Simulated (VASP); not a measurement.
Set up this calculation in VASP 6.6.1, as the native input.

```
Task                   : single point
Functional             : PBE
Potentials or basis    : VASP PAW PBE potentials, release 64 (W_sv, N, O)
Cutoff                 : 520 eV
k mesh                 : 4 × 4 × 4
Occupations            : gaussian, width 0.1 eV
Spin                   : collinear spin
Starting moments       : [2.99, 2.99, 0.17, -0.22, 0.02, 0.02, 0.02, 0.02, 0.02, 0.02] μB
Dipole correction      : no
Further INCAR settings : ALGO = Normal; EDIFF = 1e-06; NBANDS = 56
```

The structure of W3NO6 lies in POSCAR:

```
W3NO6
1.0
    0.0000000000      3.8670292733      3.8670292733
    3.8670292733      0.0000000000      3.8670292733
    3.8670292733      3.8670292733      0.0000000000
W N O
3 1 6
Direct
    0.2500000000      0.2500000000      0.2500000000
    0.7500000000      0.7500000000      0.7500000000
    0.0000000000      0.0000000000      0.0000000000
    0.5000000000      0.5000000000      0.5000000000
    0.7510262865      0.2489737135      0.2489737135
    0.2489737135      0.7510262865      0.2489737135
    0.2489737135      0.7510262865      0.7510262865
    0.7510262865      0.2489737135      0.7510262865
    0.2489737135      0.2489737135      0.7510262865
    0.7510262865      0.7510262865      0.2489737135
```

The cell was built from a structure type or drawn by symmetry, and may not be a known phase.

The input as run:

INCAR

```
SYSTEM = W3NO6
PREC = Accurate
ENCUT = 520
EDIFF = 1E-6
ISMEAR = 0
SIGMA = 0.1
LREAL = .FALSE.
LASPH = .TRUE.
NELM = 150
ALGO = Normal
ISIF = 2
LWAVE = .FALSE.
LCHARG = .FALSE.
ISPIN = 2
MAGMOM = 2.99 2.99 0.17 -0.22 0.02 0.02 0.02 0.02 0.02 0.02
LORBIT = 11
LMAXMIX = 4
GGA = PE
NBANDS = 56
```

KPOINTS

```
regular mesh
0
G
  4 4 4
  0 0 0
```

Potentials or basis: VASP PAW PBE potentials, release 64 (W_sv, N, O).

Launch:

```bash
$ cat potpaw_PBE.64/W_sv/POTCAR potpaw_PBE.64/N/POTCAR potpaw_PBE.64/O/POTCAR > POTCAR
$ mpirun -np 1 vasp_std > vasp.out
```

It gave:

- Pressure: 1.1 GPa
- Largest force: 0.189 eV/Å
- Net moment: 8.10 μB per cell
- Site moments: W +2.97, +0.34 (each value once); N +0.23; O +0.01 μB
- Valence electrons inside the program's atomic spheres: W 11.49, 12.08 (each value once); N 3.23; O 4.94

Run time: 5.2 min on 1 thread of Intel(R) Xeon(R) Platinum 8259CL CPU @ 2.50GHz (Skylake/Cascade Lake) (shared host), peak memory 0.36 GiB.
